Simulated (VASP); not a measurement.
Runs of VASP 6.6.1 on ZnS. The structure is that of space group F-43m (No. 216), or close to it. The cells are those of the table. 

```csv
task,cell,k mesh,cutoff (eV),smearing,gap on the mesh (eV),pressure (GPa),relaxed volume (Å³/atom)
relaxation of cell and atoms,"relaxed from a = 3.809 Å, angles 60.0°, 2 atoms",6 × 6 × 6,600,gaussian 0.02 eV,2.71,0.0,19.57
single point,"a = 3.812 Å, angles 60.0°, 2 atoms",6 × 6 × 6,520,gaussian 0.02 eV,2.71,0.0,-
relaxation of cell and atoms,"relaxed from a = 3.812 Å, angles 60.0°, 2 atoms",8 × 8 × 8,600,gaussian 0.01 eV,(a),0.0,19.56
single point,"a = 3.812 Å, angles 60.0°, 2 atoms",8 × 8 × 8,520,gaussian 0.01 eV,2.71,0.0,-
```

Alike in all rows: level r2SCAN; potentials or basis VASP PAW PBE potentials, release 64 (Zn, S); no spin polarisation.

Problem. Fill in the values left out.

Solution. (a) 2.72.

Caveats: the PAW data sets were made with another functional, which shifts forces and pressure a little.

